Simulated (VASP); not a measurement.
# Si47Ge (a cell with a defect) in VASP: electric field gradients with PBE

Aim: the electric field gradients of Si47Ge (a cell with a defect) with PBE.

Program: VASP 6.6.1. These are calculated values, not measurements. Logs are shortened: lines on timing, memory, paths and dates and some standing lists are left out, and cuts for length are marked.

### 1 The cell of the first run

The cell holds a defect, 48 atoms: a = 11.005 Å, b = 9.385 Å, c = 11.494 Å, α = 90.00°, β = 121.48°, γ = 115.24°.

### 2 Electric field gradients, PBE

Input file INCAR:

```
PREC = Accurate
ENCUT = 520
EDIFF = 1E-8
ISMEAR = -1
SIGMA = 0.01
LREAL = Auto
LASPH = T
NELM = 100
ALGO = Normal
ISIF = 2
LWAVE = F
LCHARG = F
GGA = PE
LEFG = T
NBANDS = 131
```

Input file KPOINTS:

```
regular mesh
0
Gamma
  3 3 2
```

Input file POSCAR:

```
Si47Ge
1.0
   -3.3180000000      3.3180000000      9.9540000000
    6.6360000000     -6.6360000000      0.0000000000
    6.6360000000      6.6360000000     -6.6360000000
Ge Si
1 47
Direct
    0.1337333333      0.0668666667      0.1003000000
    0.1337333333      0.0668666667      0.6003000000
    0.4670666667      0.7335333333      0.1003000000
    0.4670666667      0.7335333333      0.6003000000
    0.8004000000      0.4002000000      0.1003000000
    0.8004000000      0.4002000000      0.6003000000
    0.1666666667      0.8333333333      0.1497000000
    0.1666666667      0.8333333333      0.6497000000
    0.5000000000      0.5000000000      0.1497000000
    0.5000000000      0.5000000000      0.6497000000
    0.8333333333      0.1666666667      0.1497000000
    0.8333333333      0.1666666667      0.6497000000
    0.2664666667      0.2335333333      0.0000000000
    0.2664666667      0.2335333333      0.5000000000
    0.5998000000      0.9002000000      0.0000000000
    0.5998000000      0.9002000000      0.5000000000
    0.9331333333      0.5668666667      0.0000000000
    0.9331333333      0.5668666667      0.5000000000
    0.0998000000      0.1996000000      0.2500000000
    0.0998000000      0.1996000000      0.7500000000
    0.4331333333      0.8662666667      0.2500000000
    0.4331333333      0.8662666667      0.7500000000
    0.7664666667      0.5329333333      0.2500000000
    0.7664666667      0.5329333333      0.7500000000
    0.5329333333      0.2664666667      0.3997000000
    0.5329333333      0.2664666667      0.8997000000
    0.8662666667      0.9331333333      0.3997000000
    0.8662666667      0.9331333333      0.8997000000
    0.1996000000      0.5998000000      0.3997000000
    0.1996000000      0.5998000000      0.8997000000
    0.1666666667      0.8333333333      0.3503000000
    0.1666666667      0.8333333333      0.8503000000
    0.5000000000      0.5000000000      0.3503000000
    0.5000000000      0.5000000000      0.8503000000
    0.8333333333      0.1666666667      0.3503000000
    0.8333333333      0.1666666667      0.8503000000
    0.4002000000      0.0998000000      0.0000000000
    0.4002000000      0.0998000000      0.5000000000
    0.7335333333      0.7664666667      0.0000000000
    0.7335333333      0.7664666667      0.5000000000
    0.0668666667      0.4331333333      0.0000000000
    0.0668666667      0.4331333333      0.5000000000
    0.2335333333      0.4670666667      0.2500000000
    0.2335333333      0.4670666667      0.7500000000
    0.5668666667      0.1337333333      0.2500000000
    0.5668666667      0.1337333333      0.7500000000
    0.9002000000      0.8004000000      0.2500000000
    0.9002000000      0.8004000000      0.7500000000
```

Potentials or basis: VASP PAW PBE potentials, release 64 (Ge_d, Si).

The run is started by

```sh
$ cat potpaw_PBE.64/Ge_d/POTCAR potpaw_PBE.64/Si/POTCAR > POTCAR
$ mpirun -np 1 vasp_std > vasp.out
```

OUTCAR:

```text
PREC = Accurate
   ENCUT = 520
   EDIFF = 1E-8
   ISMEAR = -1
   LREAL = Auto
   LASPH = T
   NELM = 100
   ISIF = 2
   GGA = PE

 ion  position               nearest neighbor table
   1  0.134  0.067  0.100-  28 2.31  19 2.39  13 2.39   7 2.39
   2  0.134  0.067  0.600-  27 2.31  20 2.39  14 2.39   8 2.39
   3  0.467  0.734  0.100-  30 2.31   9 2.39  15 2.39  21 2.39
   4  0.467  0.734  0.600-  29 2.31  10 2.39  16 2.39  22 2.39
   5  0.800  0.400  0.100-  26 2.31  11 2.39  23 2.39  17 2.39
   6  0.800  0.400  0.600-  25 2.31  12 2.39  24 2.39  18 2.39
[... 40 lines left out ...]
  47  0.900  0.800  0.250-  23 2.31  27 2.39  39 2.39  31 2.39
  48  0.900  0.800  0.750-  24 2.31  28 2.39  40 2.39  32 2.39

  LATTYP: Found a body centered orthorhombic cell.
 ALAT       =     9.3847211999
 B/A-ratio  =     1.2247448714
 C/A-ratio  =     1.7320508076

  Lattice vectors:

 A1 = (   3.3180000000,   9.9540000000,   3.3180000000)
 A2 = (   3.3180000000,  -3.3180000000,   9.9540000000)
 A3 = (   3.3180000000,  -3.3180000000,  -9.9540000000)

Analysis of symmetry for initial positions (statically):
=====================================================================
 Subroutine PRICEL returns:
 Original cell was already a primitive cell.

 Routine SETGRP: Setting up the symmetry group for a
 body centered orthorhombic supercell.

 Subroutine GETGRP returns: Found  1 space group operations
 (whereof  1 operations were pure point group operations)
 out of a pool of  8 trial point group operations.

The static configuration has the point symmetry C_1 .

Analysis of symmetry for dynamics (positions and initial velocities):
=====================================================================
 Subroutine PRICEL returns:
 Original cell was already a primitive cell.

 Routine SETGRP: Setting up the symmetry group for a
 body centered orthorhombic supercell.

 Subroutine GETGRP returns: Found  1 space group operations
 (whereof  1 operations were pure point group operations)
 out of a pool of  8 trial point group operations.

The dynamic configuration has the point symmetry C_1 .

 Subroutine INISYM returns: Found  1 space group operations
 (whereof  1 operations are pure point group operations),
 and found     1 'primitive' translations

----------------------------------------------------------------------------------------

                                     Primitive cell

  volume of cell :     876.6786

  direct lattice vectors                    reciprocal lattice vectors
    -3.318000000  3.318000000  9.954000000     0.050231063  0.050231063  0.100462126
     6.636000000 -6.636000000  0.000000000     0.100462126 -0.050231063  0.050231063
     6.636000000  6.636000000 -6.636000000     0.075346594  0.075346594  0.000000000

  length of vectors
    11.004561054  9.384721200 11.493889159     0.123040473  0.123040473  0.106556176

  position of ions in fractional coordinates (direct lattice)
     0.133733333  0.066866667  0.100300000
     0.133733333  0.066866667  0.600300000
     0.467066667  0.733533333  0.100300000
     0.467066667  0.733533333  0.600300000
     0.800400000  0.400200000  0.100300000
     0.800400000  0.400200000  0.600300000
[... 40 lines left out ...]
     0.900200000  0.800400000  0.250000000
     0.900200000  0.800400000  0.750000000

  ion indices of the primitive-cell ions
   primitive index   ion index
                 1           1
                 2           2
                 3           3
                 4           4
                 5           5
                 6           6
[... 40 lines left out ...]
                47          47
                48          48

----------------------------------------------------------------------------------------

 KPOINTS: regular mesh

Automatic generation of k-mesh.
[... 73 lines left out ...]
   EDIFF  = 0.1E-07   stopping-criterion for ELM
   LREAL  =      T    real-space projection
   EDIFFG = 0.1E-06   stopping-criterion for IOM
   NSW    =      0    number of steps for IOM
   IBRION =     -1    ionic relax: 0-MD 1-quasi-New 2-CG
   NFREE  =      0    steps in history (QN), initial steepest desc. (CG)
   ISIF   =      2    stress and relaxation
   ISYM   =      2    0-nonsym 1-usesym 2-fastsym
   POTIM  = 0.5000    time-step for ionic-motion
   TEBEG  =    0.0;   TEEND  =   0.0 temperature during run
   PSTRESS=    0.0 pullay stress
   NELECT =     202.0000    total number of electrons
   NUPDOWN=      -1.0000    fix difference up-down
   EMIN   =  10.00;   EMAX   =-10.00  energy-range for DOS
   EFERMI =   0.00;   METHOD = LEGACY
   ISMEAR =    -1;   SIGMA  =   0.01  broadening in eV -4-tet -1-fermi 0-gaus
   EFERMI_NEDOS =   21; number of points for ismear=-14 and -15
   IALGO  =     38    algorithm
   IMIX   =      4    mixing-type and parameters
     AMIX     =   0.40;   BMIX     =  1.00
     AMIX_MAG =   1.60;   BMIX_MAG =  1.00
  volume/ion in A,a.u.               =      18.26       123.25
  Fermi-wavevector in a.u.,A,eV,Ry     =   1.003641  1.896607 13.705090  1.007296
  Thomas-Fermi vector in A             =   2.136206
   LORBIT       =      0    0 simple, 1 ext, 2 COOP (PROOUT), +10 PAW based schemes
   GGA     = PE    functional components
   LHFCALC =     F    Hartree Fock is set to
   AEXX    =    0.0000 exact exchange contribution
   IVDW    =     0    specifies the selected vdW correction
   LEPSILON=     F    determine dielectric tensor
   LRPA    =     F    only Hartree local field effects (RPA)
 non-spin polarized calculation
  energy-cutoff  :      520.00
  volume of cell :      876.68
 maximum number of plane-waves:     23651
 NGX is ok and might be reduce to    84
   NGX = 41   NGY = 35   NGZ = 43

 number of electron     201.9999996 magnetization

 Free energy of the ion-electron system (eV)
  ---------------------------------------------------
  ext. energy  EPLUGINS =         0.00000000
  ---------------------------------------------------
  free energy    TOTEN  =      -251.65511766 eV

  energy without entropy =     -251.65227740  energy(sigma->0) =     -251.65369753

 E-fermi :   7.1238     XC(G=0):  -9.9855

 val. band max:        7.1132466008   @ k =   0.3333   0.0000   0.0000
 cond. band min:       7.1331565139   @ k =   0.3333   0.0000   0.0000
 fundamental gap:      0.0199099132
 Fermi energy:         7.1238045868

 k-point     1 :       0.0000    0.0000    0.0000
  band No.  band energies     occupation
      1     -17.4578      2.00000
      2     -17.4450      2.00000
      3     -17.4447      2.00000
      4     -17.4183      2.00000
      5     -17.4182      2.00000
      6      -5.6330      2.00000
[... 1149 lines left out ...]
    112       8.3444      0.00000
    113       8.4468      0.00000
 [bands above 113 left out]

------------------------ aborting loop because EDIFF is reached ----------------------------------------

  FORCE on cell =-STRESS in cart. coord.  units (eV):
  Direction    XX          YY          ZZ          XY          YZ          ZX
  --------------------------------------------------------------------------------------
  -------------------------------------------------------------------------------------
  Total        9.4539208      9.8883133     10.4203848      0.0784801      0.1544000      0.1167025
  in kB       17.2775500     18.0714255     19.0438149      0.1434267      0.2821744      0.2132801
  external PRESSURE =      18.1309301 kB  Pullay stress =       0.0000000 kB

 VOLUME and BASIS-vectors are now :
 -----------------------------------------------------------------------------
  energy-cutoff  :      520.00
  volume of cell :      876.68
      direct lattice vectors                 reciprocal lattice vectors
    -3.318000000  3.318000000  9.954000000     0.050231063  0.050231063  0.100462126
     6.636000000 -6.636000000  0.000000000     0.100462126 -0.050231063  0.050231063
     6.636000000  6.636000000 -6.636000000     0.075346594  0.075346594  0.000000000

 POSITION                                       TOTAL-FORCE (eV/Angst)
 -----------------------------------------------------------------------------------
      0.66559      0.66559      0.66559         0.364202      0.365291      0.377837
      3.98359      3.98359     -2.65241         0.152598      0.156840      0.168927
      3.98359     -2.65241      3.98359         0.155724      0.155113      0.168357
      7.30159      0.66559      0.66559         0.155819      0.157368      0.172149
      0.66559      0.66559      7.30159         0.155430      0.154827      0.167112
      3.98359      3.98359      3.98359         0.152613      0.151690      0.167506
[... 40 lines left out ...]
      3.98359     -0.66559      7.30159         0.152368     -0.149086      0.169012
      7.30159      2.65241      3.98359         0.137585     -0.163308      0.163372
 -----------------------------------------------------------------------------------
    total drift:                                0.000194     -0.001711     -0.000410

  FREE ENERGIE OF THE ION-ELECTRON SYSTEM (eV)
  ---------------------------------------------------
  free  energy   TOTEN  =      -251.6551176610 eV

  energy  without entropy=     -251.6522773986  energy(sigma->0) =     -251.65369753

 Electric field gradients (V/A^2)
---------------------------------------------------------------------
 ion       V_xx      V_yy      V_zz      V_xy      V_xz      V_yz
---------------------------------------------------------------------
   1       0.864    -0.109    -0.755   -19.252   -19.859   -19.657
   2       0.318    -0.036    -0.282    -7.335    -7.559    -7.453
   3       0.317    -0.058    -0.259    -7.339    -7.557    -7.541
   4       0.335    -0.062    -0.273    -7.295    -7.527    -7.476
   5       0.308    -0.051    -0.257    -7.315    -7.564    -7.515
   6       0.305    -0.048    -0.257    -7.792    -8.026    -7.984
[... 40 lines left out ...]
  47       0.489    -0.171    -0.317     7.420    -7.663     7.253
  48       0.083    -0.167     0.084     7.302    -7.820     7.297
---------------------------------------------------------------------

 Electric field gradients after diagonalization (V/A^2)
 (convention: |V_zz| > |V_xx| > |V_yy|)
----------------------------------------------------------------------
 ion       V_xx      V_yy      V_zz     asymmetry (V_yy - V_xx)/ V_zz
----------------------------------------------------------------------
   1      19.998    19.192   -39.190       0.021
   2       7.618     7.284   -14.902       0.022
   3       7.601     7.361   -14.962       0.016
   4       7.581     7.289   -14.870       0.020
   5       7.602     7.332   -14.934       0.018
   6       8.065     7.807   -15.872       0.016
[... 40 lines left out ...]
  47       7.895     6.999   -14.894       0.060
  48       7.903     7.043   -14.946       0.058
----------------------------------------------------------------------

           NMR quadrupolar parameters

 Cq : quadrupolar parameter    Cq=e*Q*V_zz/h
 eta: asymmetry parameters     (V_yy - V_xx)/ V_zz
 Q  : nuclear electric quadrupole moment in mb (millibarn)
----------------------------------------------------------------------
 ion       Cq(MHz)       eta       Q (mb)
----------------------------------------------------------------------
   1      -0.095       0.021       1.000
   2      -0.036       0.022       1.000
   3      -0.036       0.016       1.000
   4      -0.036       0.020       1.000
   5      -0.036       0.018       1.000
   6      -0.038       0.016       1.000
[... 40 lines left out ...]
  47      -0.036       0.060       1.000
  48      -0.036       0.058       1.000
----------------------------------------------------------------------
```

It took 57 min on 1 thread of Intel Xeon 6975P-C (Granite Rapids), shared host; peak memory 1.4 GiB.

What came out:

```yaml
Free_energy: -251.6551 eV
Pressure: 1.8 GPa
Largest_force: 0.886 eV/Å
Band_gap_on_the_k_mesh: 0.02 eV
Largest_electric_field_gradient_by_atom: Ge -39.2; Si -14.9, -15.0, -15.9, -16.1, -14.2, -14.5, -14.4, -16.7, -15.1, -16.6, -14.8, -14.6, -14.7, -11.3, -14.3, -15.3 (each value once) V/Å²
```

Forces in eV/Å, atoms in the order of the input:
```
Ge   0.364  0.365  0.378
Si   0.153  0.157  0.169
Si   0.156  0.155  0.168
Si   0.156  0.157  0.172
Si   0.155  0.155  0.167
Si   0.153  0.152  0.168
Si  -0.394  0.250  0.164
Si  -0.148 -0.150  0.177
Si  -0.148 -0.150  0.176
Si  -0.146 -0.147  0.177
Si  -0.153 -0.144  0.176
Si  -0.146 -0.149  0.176
Si   0.134 -0.397  0.229
Si   0.147 -0.151 -0.172
Si   0.147 -0.153 -0.171
Si   0.148 -0.151 -0.170
Si   0.150 -0.156 -0.172
Si   0.150 -0.150 -0.172
Si   0.250  0.133 -0.416
Si  -0.148  0.149 -0.175
Si  -0.152  0.146 -0.171
Si  -0.147  0.148 -0.172
Si  -0.148  0.144 -0.168
Si  -0.149  0.145 -0.167
Si  -0.123 -0.124 -0.138
Si  -0.156 -0.155 -0.171
Si  -0.154 -0.157 -0.169
Si  -0.506 -0.509 -0.520
Si  -0.156 -0.157 -0.168
Si  -0.155 -0.155 -0.167
Si   0.140  0.157 -0.171
Si   0.147  0.152 -0.177
Si   0.152  0.152 -0.175
Si   0.152  0.147 -0.180
Si   0.148  0.147 -0.178
Si   0.141  0.137 -0.194
Si  -0.144  0.143  0.178
Si  -0.147  0.156  0.174
Si  -0.165  0.145  0.160
Si  -0.152  0.153  0.167
Si  -0.148  0.150  0.177
Si  -0.151  0.153  0.171
Si   0.155 -0.140  0.161
Si   0.147 -0.145  0.170
Si   0.154 -0.146  0.174
Si   0.147 -0.150  0.174
Si   0.152 -0.149  0.169
Si   0.138 -0.163  0.163
```

Electric field gradients, principal values (V/Å²):
| atom | least | middle | greatest (by size) |
| --- | --- | --- | --- |
| 1 Ge | 19.192 | 19.998 | -39.190 |
| 2 Si | 7.284 | 7.618 | -14.902 |
| 3 Si | 7.361 | 7.601 | -14.962 |
| 4 Si | 7.289 | 7.581 | -14.870 |
| 5 Si | 7.332 | 7.602 | -14.934 |
| 6 Si | 7.807 | 8.065 | -15.872 |
| 7 Si | 5.386 | 10.719 | -16.105 |
| 8 Si | 6.892 | 7.348 | -14.240 |
| 9 Si | 6.968 | 7.502 | -14.470 |
| 10 Si | 6.931 | 7.503 | -14.434 |
| 11 Si | 6.907 | 7.544 | -14.451 |
| 12 Si | 6.997 | 7.364 | -14.361 |
| 13 Si | 5.867 | 10.868 | -16.735 |
| 14 Si | 7.380 | 7.688 | -15.068 |
| 15 Si | 7.416 | 7.526 | -14.942 |
| 16 Si | 7.446 | 7.579 | -15.024 |
| 17 Si | 7.416 | 7.437 | -14.852 |
| 18 Si | 7.345 | 7.650 | -14.995 |
| 19 Si | 5.287 | 11.284 | -16.570 |
| 20 Si | 6.861 | 7.943 | -14.804 |
| 21 Si | 7.052 | 7.776 | -14.828 |
| 22 Si | 6.938 | 7.870 | -14.808 |
| 23 Si | 6.861 | 7.784 | -14.645 |
| 24 Si | 6.929 | 7.806 | -14.735 |
| 25 Si | 7.273 | 7.582 | -14.856 |
| 26 Si | 7.207 | 7.608 | -14.814 |
| 27 Si | 7.306 | 7.575 | -14.881 |
| 28 Si | 5.515 | 5.800 | -11.315 |
| 29 Si | 7.268 | 7.459 | -14.727 |
| 30 Si | 7.295 | 7.557 | -14.852 |
| 31 Si | 7.226 | 7.552 | -14.779 |
| 32 Si | 7.091 | 7.476 | -14.567 |
| 33 Si | 7.076 | 7.257 | -14.333 |
| 34 Si | 6.976 | 7.463 | -14.439 |
| 35 Si | 7.055 | 7.398 | -14.453 |
| 36 Si | 6.720 | 7.896 | -14.616 |
| 37 Si | 7.481 | 7.842 | -15.324 |
| 38 Si | 7.212 | 7.650 | -14.862 |
| 39 Si | 7.250 | 7.885 | -15.135 |
| 40 Si | 7.372 | 7.621 | -14.993 |
| 41 Si | 7.366 | 7.637 | -15.003 |
| 42 Si | 7.449 | 7.570 | -15.019 |
| 43 Si | 7.165 | 7.963 | -15.128 |
| 44 Si | 6.910 | 7.831 | -14.742 |
| 45 Si | 6.906 | 7.794 | -14.700 |
| 46 Si | 6.913 | 7.864 | -14.777 |
| 47 Si | 6.999 | 7.895 | -14.894 |
| 48 Si | 7.043 | 7.903 | -14.946 |

Caveat: without QUAD_EFG the Cq values of the log hold for a quadrupole moment of 1 mb, not for the nuclei.
